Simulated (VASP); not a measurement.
Write the native input for VASP 6.6.1 that does the following.

- Task: single point
- Functional: PBE
- Potentials or basis: VASP PAW PBE potentials, release 64 (Cs_sv, Pb_d, Br)
- Cutoff: 520 eV
- k mesh: 6 × 6 × 6
- Occupations: gaussian, width 0.02 eV
- Spin: no spin polarisation
- Dipole correction: no
- Further INCAR settings: ALGO = Normal; EDIFF = 1e-06; NBANDS = 30

The structure of CsPbBr3 lies in POSCAR:

```
CsPbBr3
1.0
    5.9420819363      0.0000000000      0.0000000000
    0.0000000000      5.9420819363      0.0000000000
    0.0000000000      0.0000000000      5.9420819363
Cs Pb Br
1 1 3
Direct
    0.0000000000      0.0000000000      0.0000000000
    0.5000000000      0.5000000000      0.5000000000
    0.0000000000      0.5000000000      0.5000000000
    0.5000000000      0.0000000000      0.5000000000
    0.5000000000      0.5000000000      0.0000000000
```

This cell differs from its parent crystal: volume scaled by 0.97.

These files were run (other wordings do the same):

INCAR

```
SYSTEM = CsPbBr3
PREC = Accurate
ENCUT = 520
EDIFF = 1E-6
ISMEAR = 0
SIGMA = 0.02
LREAL = .FALSE.
LASPH = .TRUE.
NELM = 60
ALGO = Normal
ISIF = 2
LWAVE = .FALSE.
LCHARG = .FALSE.
GGA = PE
NBANDS = 30
```

KPOINTS

```
regular mesh
0
G
  6 6 6
  0 0 0
```

Potentials or basis: VASP PAW PBE potentials, release 64 (Cs_sv, Pb_d, Br).

Launch:

```console
$ cat potpaw_PBE.64/Cs_sv/POTCAR potpaw_PBE.64/Pb_d/POTCAR potpaw_PBE.64/Br/POTCAR > POTCAR
$ mpirun -np 1 vasp_std > vasp.out
```

Results of the run:

- Pressure: 0.6 GPa
- Band gap on the k mesh: 1.68 eV, direct

Caveat: spin-orbit coupling is left out, which moves the levels of the heavy elements.

Run time: 2.9 min on 1 thread of Intel Xeon 8259CL, on a shared host, peak memory 0.4 GiB.
